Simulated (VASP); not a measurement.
# Re: relaxation of cell and atoms with BLYP

Crystal: Re.

```xyz
2
Lattice="2.7608 0.0000 0.0000 -1.3804 2.3909 0.0000 0.0000 0.0000 4.4582" Properties=species:S:1:pos:R:3 pbc="T T T"
Re    0.0000    1.5939    1.1145
Re    1.3804    0.7970    3.3436
```

```
Program                : VASP 6.6.1
Task                   : relaxation of cell and atoms
Functional             : BLYP
Potentials or basis    : VASP PAW PBE potentials, release 64 (Re)
Cutoff                 : 600 eV
k mesh                 : 13 × 13 × 7
Occupations            : fermi-dirac, width 0.1 eV
Spin                   : no spin polarisation
Dipole correction      : no
Further INCAR settings : ALGO = Normal; EDIFF = 1e-06; IBRION = 2; EDIFFG = -0.01; NSW = 80; ISIF = 3
```

* Relaxed volume: 15.62 Å³/atom
* Relaxed cell: a = 2.821 Å, b = 2.821 Å, c = 4.533 Å, α = 90.00°, β = 90.00°, γ = 120.00°
* Space group after relaxing (to 0.1 Å): P6_3/mmc (No. 194)
* Pressure after relaxing: 0.0 GPa
* Band gap on the k mesh: zero (bands 7 and 8 overlap by 2.77 eV)

Final structure:
```yaml
crystal:
  lattice:
    - [2.82055, 0.00000, 0.00000]
    - [-1.41027, 2.44267, 0.00000]
    - [0.00000, 0.00000, 4.53323]
  atoms:
    - { symbol: Re, position: [0.33333, 0.66667, 0.25000] }
    - { symbol: Re, position: [0.66667, 0.33333, 0.75000] }
```

Levels at points of the mesh, in eV from the Fermi level:
```csv
k point,band 3,band 4,band 5,band 6,band 7,band 8,band 9,band 10,band 11
"(0.00, 0.00, 0.00)",-1.48,-1.48,-1.44,-0.72,-0.72,0.08,0.08,0.86,3.05
```

It took 100 s on 1 thread of Intel(R) Xeon(R) 6975P-C (Granite Rapids), on a shared host, peak memory 0.18 GiB.

Caveat: the PAW data sets were made with another functional, which shifts forces and pressure a little; spin-orbit coupling is left out, which moves the levels of the heavy elements. BLYP gives volumes clearly too large for solids.
